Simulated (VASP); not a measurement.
# AlN (P2_1) in VASP: further runs, part 2 of 2

VASP 6.6.1. Earlier steps stand in the parts before.

## Step 4: Single point, LDA

This run uses another cell than the first one, of 9.96 Å³/atom, 1.052 times its volume.

Input file INCAR:

```
ALGO = Normal ; EDIFF = 1E-7
ENCUT = 520 ; GGA = CA
ISIF = 2 ; ISMEAR = 0
LASPH = T ; LCHARG = T
LELF = T ; LREAL = F
LVHAR = T ; LWAVE = F
NBANDS = 16 ; NELM = 100
PREC = Accurate ; SIGMA = 0.05
```

Input file KPOINTS:

```
k-points
0
Gamma
  9 9 6
```

Input file POSCAR:

```
AlN
1.0
    3.0629797860      0.0000000000      0.0000000000
   -1.5314898930      2.6526183059      0.0000000000
    0.0000000000      0.0000000000      4.9025525410
Al N
2 2
Direct
    0.3054891404      0.6666666667      0.0015210182
    0.6945108596      0.3333333333      0.5015210182
    0.3581834940      0.6666666667      0.3834789818
    0.6418165060      0.3333333333      0.8834789818
```

Potentials or basis: VASP PAW LDA potentials, release 64 (Al, N).

Command:

```sh
$ cat potpaw_LDA.64/Al/POTCAR potpaw_LDA.64/N/POTCAR > POTCAR
$ mpirun -np 1 vasp_std > vasp.out
```

OUTCAR:

```text
EDIFF = 1E-7
   ENCUT = 520
   GGA = CA
   ISIF = 2
   ISMEAR = 0
   LASPH = T
   LREAL = F
   NELM = 100
   PREC = Accurate

 ion  position               nearest neighbor table
   1  0.305  0.667  0.002-   4 1.85   4 1.86   4 1.87   3 1.88   2 2.94   2 2.94   2 3.03   2 3.03
                             2 3.11   2 3.11
   2  0.695  0.333  0.502-   3 1.85   3 1.86   3 1.87   4 1.88   1 2.94   1 2.94   1 3.03   1 3.03
                             1 3.11   1 3.11
   3  0.358  0.667  0.383-   2 1.85   2 1.86   2 1.87   1 1.88
   4  0.642  0.333  0.883-   1 1.85   1 1.86   1 1.87   2 1.88

  LATTYP: Found a hexagonal cell.
 ALAT       =     3.0629797860
 C/A-ratio  =     1.6005827278

  Lattice vectors:

 A1 = (   3.0629797860,   0.0000000000,   0.0000000000)
 A2 = (  -1.5314898930,   2.6526183059,   0.0000000000)
 A3 = (   0.0000000000,   0.0000000000,   4.9025525410)

Analysis of symmetry for initial positions (statically):
=====================================================================
 Subroutine PRICEL returns:
 Original cell was already a primitive cell.

 Routine SETGRP: Setting up the symmetry group for a
 hexagonal supercell.

 Subroutine GETGRP returns: Found  2 space group operations
 (whereof  1 operations were pure point group operations)
 out of a pool of 24 trial point group operations.

The static configuration has the point symmetry C_1 .
 The point group associated with its full space group is C_2 .

Analysis of symmetry for dynamics (positions and initial velocities):
=====================================================================
 Subroutine PRICEL returns:
 Original cell was already a primitive cell.

 Routine SETGRP: Setting up the symmetry group for a
 hexagonal supercell.

 Subroutine GETGRP returns: Found  2 space group operations
 (whereof  1 operations were pure point group operations)
 out of a pool of 24 trial point group operations.

The dynamic configuration has the point symmetry C_1 .
 The point group associated with its full space group is C_2 .

 Subroutine INISYM returns: Found  2 space group operations
 (whereof  1 operations are pure point group operations),
 and found     1 'primitive' translations

----------------------------------------------------------------------------------------

                                     Primitive cell

  volume of cell :      39.8328

  direct lattice vectors                    reciprocal lattice vectors
     3.062979786  0.000000000  0.000000000     0.326479464  0.188493007  0.000000000
    -1.531489893  2.652618306  0.000000000     0.000000000  0.376986013  0.000000000
     0.000000000  0.000000000  4.902552541     0.000000000  0.000000000  0.203975376

  length of vectors
     3.062979786  3.062979786  4.902552541     0.376986013  0.376986013  0.203975376

  position of ions in fractional coordinates (direct lattice)
     0.305489140  0.666666667  0.001521018
     0.694510860  0.333333333  0.501521018
     0.358183494  0.666666667  0.383478982
     0.641816506  0.333333333  0.883478982

  ion indices of the primitive-cell ions
   primitive index   ion index
                 1           1
                 2           2
                 3           3
                 4           4

----------------------------------------------------------------------------------------

 KPOINTS: k-points

Automatic generation of k-mesh.
 Grid dimensions read from file:
 generate k-points for:    9    9    6

 Generating k-lattice:

  Cartesian coordinates                     Fractional coordinates (reciprocal lattice)
     0.036275496  0.020943667  0.000000000     0.111111111  0.000000000  0.000000000
     0.000000000  0.041887335  0.000000000     0.000000000  0.111111111  0.000000000
     0.000000000  0.000000000  0.033995896     0.000000000  0.000000000  0.166666667

  Length of vectors
     0.041887335  0.041887335  0.033995896

  Shift w.r.t. Gamma in fractional coordinates (k-lattice)
     0.000000000  0.000000000  0.000000000

 Subroutine IBZKPT returns following result:
 ===========================================

 Found    164 irreducible k-points:

 Following reciprocal coordinates:
            Coordinates               Weight
  0.000000  0.000000  0.000000      1.000000
  0.111111 -0.000000  0.000000      2.000000
  0.000000  0.111111  0.000000      2.000000
 -0.111111  0.111111  0.000000      2.000000
  0.222222 -0.000000  0.000000      2.000000
  0.000000  0.222222  0.000000      2.000000
[... 16 lines left out ...]
  0.333333  0.111111  0.000000      2.000000
 -0.111111  0.444444  0.000000      2.000000
 [... further k-points ...]
   k-points           NKPTS =    164   k-points in BZ     NKDIM =    164   number of bands    NBANDS=     16
   number of dos      NEDOS =    301   number of ions     NIONS =      4
   total plane-waves  NPLWV =  20736
   dimension x,y,z NGX =    24 NGY =   24 NGZ =   36
   dimension x,y,z NGXF=    48 NGYF=   48 NGZF=   72
   ions per type =               2   2
   NGX,Y,Z   is equivalent  to a cutoff of  13.03, 13.03, 12.21 a.u.
   NGXF,Y,Z  is equivalent  to a cutoff of  26.05, 26.05, 24.42 a.u.
 SYSTEM =  unknown system
   PREC   = accura    normal or accurate (medium, high low for compatibility)
   ISTART =      0    job   : 0-new  1-cont  2-samecut
   ICHARG =      2    charge: 1-file 2-atom 10-const
   ISPIN  =      1    spin polarized calculation?
   LNONCOLLINEAR =      F non collinear calculations
   LSORBIT =      F    spin-orbit coupling
   LASPH  =      T    aspherical Exc in radial PAW
   ENCUT  =  520.0 eV  38.22 Ry    6.18 a.u.   5.70  5.70  9.12*2*pi/ulx,y,z
   NELM   =    100;   NELMIN=  2; NELMDL= -5     # of ELM steps
   EDIFF  = 0.1E-06   stopping-criterion for ELM
   LREAL  =      F    real-space projection
   EDIFFG = 0.1E-05   stopping-criterion for IOM
   NSW    =      0    number of steps for IOM
   IBRION =     -1    ionic relax: 0-MD 1-quasi-New 2-CG
   NFREE  =      0    steps in history (QN), initial steepest desc. (CG)
   ISIF   =      2    stress and relaxation
   ISYM   =      2    0-nonsym 1-usesym 2-fastsym
   POTIM  = 0.5000    time-step for ionic-motion
   TEBEG  =    0.0;   TEEND  =   0.0 temperature during run
   PSTRESS=    0.0 pullay stress
   NELECT =      16.0000    total number of electrons
   NUPDOWN=      -1.0000    fix difference up-down
   EMIN   =  10.00;   EMAX   =-10.00  energy-range for DOS
   EFERMI =   0.00;   METHOD = LEGACY
   ISMEAR =     0;   SIGMA  =   0.05  broadening in eV -4-tet -1-fermi 0-gaus
   EFERMI_NEDOS =   21; number of points for ismear=-14 and -15
   IALGO  =     38    algorithm
   IMIX   =      4    mixing-type and parameters
     AMIX     =   0.40;   BMIX     =  1.00
     AMIX_MAG =   1.60;   BMIX_MAG =  1.00
  volume/ion in A,a.u.               =       9.96        67.20
  Fermi-wavevector in a.u.,A,eV,Ry     =   1.207910  2.282618 19.851521  1.459046
  Thomas-Fermi vector in A             =   2.343533
   LORBIT       =      0    0 simple, 1 ext, 2 COOP (PROOUT), +10 PAW based schemes
   GGA     = CA    functional components
   LHFCALC =     F    Hartree Fock is set to
   AEXX    =    0.0000 exact exchange contribution
   IVDW    =     0    specifies the selected vdW correction
   LEPSILON=     F    determine dielectric tensor
   LRPA    =     F    only Hartree local field effects (RPA)
 non-spin polarized calculation
 Gauss-broadening in eV      SIGMA  =   0.05
  energy-cutoff  :      520.00
  volume of cell :       39.83
 maximum number of plane-waves:      1092
   NGX = 11   NGY = 11   NGZ = 19

 number of electron      15.9999998 magnetization

 Free energy of the ion-electron system (eV)
  ---------------------------------------------------
  ext. energy  EPLUGINS =         0.00000000
  ---------------------------------------------------
  free energy    TOTEN  =       -32.76110342 eV

  energy without entropy =      -32.76110342  energy(sigma->0) =      -32.76110342

 E-fermi :   6.7146     XC(G=0): -11.4566

 val. band max:        6.4167427173   @ k =   0.0000   0.0000   0.0000
 cond. band min:      10.9752212038   @ k =   0.0000   0.0000   0.0000
 fundamental gap:      4.5584784865
 Fermi energy:         6.7146344690

 k-point     1 :       0.0000    0.0000    0.0000
  band No.  band energies     occupation
      1      -8.9589      2.00000
      2      -6.5795      2.00000
      3       0.1027      2.00000
      4       5.4292      2.00000
      5       5.5152      2.00000
      6       5.9926      2.00000
[... 433 lines left out ...]
      3       1.2690      2.00000
      4       2.3543      2.00000
      5       2.4932      2.00000
      6       3.8846      2.00000
[... 8 lines left out ...]
     15      19.0295      0.00000
     16      21.4012      0.00000

 [... further k-points ...]
[... 5 lines left out ...]
  --------------------------------------------------------------------------------------
  -------------------------------------------------------------------------------------
  Total        1.4189455      1.6124365      1.4717874     -0.0479111      0.0000000      0.0000000
  in kB       57.0735828     64.8562840     59.1990196     -1.9271071      0.0000000      0.0000000
  external PRESSURE =      60.3762955 kB  Pullay stress =       0.0000000 kB

 VOLUME and BASIS-vectors are now :
 -----------------------------------------------------------------------------
  energy-cutoff  :      520.00
  volume of cell :       39.83
      direct lattice vectors                 reciprocal lattice vectors
     3.062979786  0.000000000  0.000000000     0.326479464  0.188493007  0.000000000
    -1.531489893  2.652618306  0.000000000     0.000000000  0.376986013  0.000000000
     0.000000000  0.000000000  4.902552541     0.000000000  0.000000000  0.203975376

 POSITION                                       TOTAL-FORCE (eV/Angst)
 -----------------------------------------------------------------------------------
     -0.08529      1.76841      0.00746         0.493188      0.036574      0.049794
      1.61678      0.88421      2.45873        -0.493188     -0.036574      0.049794
      0.07612      1.76841      1.88003        -0.208652      0.015682     -0.049794
      1.45537      0.88421      4.33130         0.208652     -0.015682     -0.049794
 -----------------------------------------------------------------------------------
    total drift:                                0.000000      0.000000      0.000339

  FREE ENERGIE OF THE ION-ELECTRON SYSTEM (eV)
  ---------------------------------------------------
  free  energy   TOTEN  =       -32.7611034193 eV

  energy  without entropy=      -32.7611034193  energy(sigma->0) =      -32.76110342
```

stdout:

```text
POSCAR found type information on POSCAR AlN
 POSCAR found :  2 types and       4 ions
 scaLAPACK will be used
 LDA part: xc-table for (Slater(with rela. corr.)+CA(PZ))
 , standard interpolation
 POSCAR, INCAR and KPOINTS ok, starting setup
 FFT: planning ... GRIDC
 FFT: planning ... GRID_SOFT
 FFT: planning ... GRID
 WAVECAR not read
 entering main loop
```

It took 28 s on 1 thread of Intel Xeon 6975P-C (Granite Rapids), shared host; peak memory 0.19 GiB.

What came out:

```
Free energy            : -32.7611 eV
Pressure               : 6.0 GPa
Largest force          : 0.497 eV/Å
Band gap on the k mesh : 4.56 eV, direct
```

Forces in eV/Å, atoms in the order of the input:
```
Al   0.493  0.037  0.050
Al  -0.493 -0.037  0.050
N   -0.209  0.016 -0.050
N    0.209 -0.016 -0.050
```

## Step 5: Single point, LDA

This run uses another cell than the first one, of 10.21 Å³/atom, 1.079 times its volume.

Input file INCAR:

```
  PREC = Accurate
  ENCUT = 520
  EDIFF = 1E-6
  ISMEAR = 0
  SIGMA = 0.05
  LREAL = F
  LASPH = T
  NELM = 60
  ALGO = Normal
  ISIF = 2
  LWAVE = F
  LCHARG = F
  NBANDS = 16
```

Input file KPOINTS:

```
regular mesh
0
Gamma
  9 9 6
```

Input file POSCAR:

```
AlN
1.0
    3.0886152929      0.0000000000      0.0000000000
   -1.5443076465      2.6748193062      0.0000000000
    0.0000000000      0.0000000000      4.9435842906
Al N
2 2
Direct
    0.3054891404      0.6666666667      0.0015210182
    0.6945108596      0.3333333333      0.5015210182
    0.3581834940      0.6666666667      0.3834789818
    0.6418165060      0.3333333333      0.8834789818
```

Command:

```sh
$ cat potpaw_LDA.64/Al/POTCAR potpaw_LDA.64/N/POTCAR > POTCAR
$ mpirun -np 1 vasp_std > vasp.out
```

Run time: 27 s. Hardware: 1 thread of Intel Xeon 6975P-C (Granite Rapids), shared host; peak memory 0.2 GiB.

The run converged. Its results:

* Free energy: -32.7817 eV
* Pressure: 0.4 GPa
* Largest force: 0.494 eV/Å
* Band gap on the k mesh: 4.33 eV, direct

Forces in eV/Å, atoms in the order of the input:
```
Al   0.490  0.035  0.053
Al  -0.490 -0.035  0.053
N   -0.224  0.015 -0.053
N    0.224 -0.015 -0.053
```

Stress tensor (GPa, compression positive):
```
-0.07 -0.27  0.00
-0.27  0.69  0.00
 0.00  0.00  0.58
```

Levels at points of the mesh, in eV from the valence-band top:
| k point | band 4 | band 5 | band 6 | band 7 | band 8 | band 9 | band 10 | band 11 | band 12 | band 13 |
| --- | --- | --- | --- | --- | --- | --- | --- | --- | --- | --- |
| (0.00, 0.00, 0.00) | -0.97 | -0.89 | -0.41 | -0.15 | 0.00 | 4.33 | 6.67 | 10.49 | 10.75 | 11.42 |
| (0.00, 0.00, 0.50) | -3.41 | -0.65 | -0.65 | -0.57 | -0.57 | 6.51 | 6.51 | 10.24 | 10.24 | 11.34 |

A k mesh can miss the band edges. LDA gaps usually lie below the measured ones, often by a third to a half.

## Step 6: Single point, LDA

This run uses another cell than the first one, of 10.47 Å³/atom, 1.106 times its volume.

Input file INCAR:

```
SYSTEM = AlN
PREC = Accurate
ENCUT = 520
EDIFF = 1E-6
ISMEAR = 0
SIGMA = 0.05
LREAL = .FALSE.
LASPH = .TRUE.
NELM = 80
ALGO = Normal
ISIF = 2
LWAVE = .FALSE.
LCHARG = .FALSE.
GGA = CA
NBANDS = 16
```

Input file KPOINTS:

```
regular mesh
0
G
  9 9 6
  0 0 0
```

Input file POSCAR:

```
AlN
1.0
    3.1142507998      0.0000000000      0.0000000000
   -1.5571253999      2.6970203064      0.0000000000
    0.0000000000      0.0000000000      4.9846160402
Al N
2 2
Direct
    0.3054891404      0.6666666667      0.0015210182
    0.6945108596      0.3333333333      0.5015210182
    0.3581834940      0.6666666667      0.3834789818
    0.6418165060      0.3333333333      0.8834789818
```

Potentials or basis: VASP PAW LDA potentials, release 64 (Al, N).

Command:

```sh
$ cat potpaw_LDA.64/Al/POTCAR potpaw_LDA.64/N/POTCAR > POTCAR
$ mpirun -np 1 vasp_std > vasp.out
```

Run time: 26 s. Hardware: 1 thread of Intel Xeon 6975P-C (Granite Rapids), shared host; peak memory 0.2 GiB.

Results (log left out):

```yaml
Free_energy: -32.7685 eV
Pressure: -4.7 GPa
Largest_force: 0.491 eV/Å
Band_gap_on_the_k_mesh: 4.12 eV, direct
```

Forces on the atoms (eV/Å):
```
Al   0.486  0.034  0.057
Al  -0.486 -0.034  0.057
N   -0.239  0.014 -0.057
N    0.239 -0.014 -0.057
```

Stress tensor (GPa, compression positive):
```
-5.25 -0.35  0.00
-0.35 -4.50  0.00
 0.00  0.00 -4.20
```

Levels at points of the mesh, in eV from the valence-band top:
```csv
k point,band 5,band 6,band 7,band 8,band 9,band 10,band 11,band 12
"(0.00, 0.00, 0.00)",-0.88,-0.40,-0.15,0.00,4.12,6.46,10.29,10.57
"(0.00, 0.00, 0.50)",-0.64,-0.64,-0.56,-0.56,6.30,6.30,10.04,10.04
```

A k mesh can miss the band edges.

## Step 7: The runs side by side

```tsv
cell	gap on the mesh (eV)	pressure (GPa)	largest force (eV/Å)
a = 3.011, b = 3.011, c = 4.820 Å, angles 90.0, 90.0, 120.0°, 4 atoms	4.85	19.2	0.50
a = 3.037, b = 3.037, c = 4.861 Å, angles 90.0, 90.0, 120.0°, 4 atoms	4.79	12.3	0.50
a = 3.063, b = 3.063, c = 4.903 Å, angles 90.0, 90.0, 120.0°, 4 atoms	4.56	6.0	0.50
a = 3.089, b = 3.089, c = 4.944 Å, angles 90.0, 90.0, 120.0°, 4 atoms	4.33	0.4	0.49
a = 3.114, b = 3.114, c = 4.985 Å, angles 90.0, 90.0, 120.0°, 4 atoms	4.12	-4.7	0.49
```

Alike in all rows: task single point; level LDA; potentials or basis VASP PAW LDA potentials, release 64 (Al, N); no spin polarisation; k mesh 9 × 9 × 6; cutoff (eV) 520; smearing gaussian 0.05 eV.

Total energies depend on the potentials used, so only differences within one code and one set of settings carry meaning.
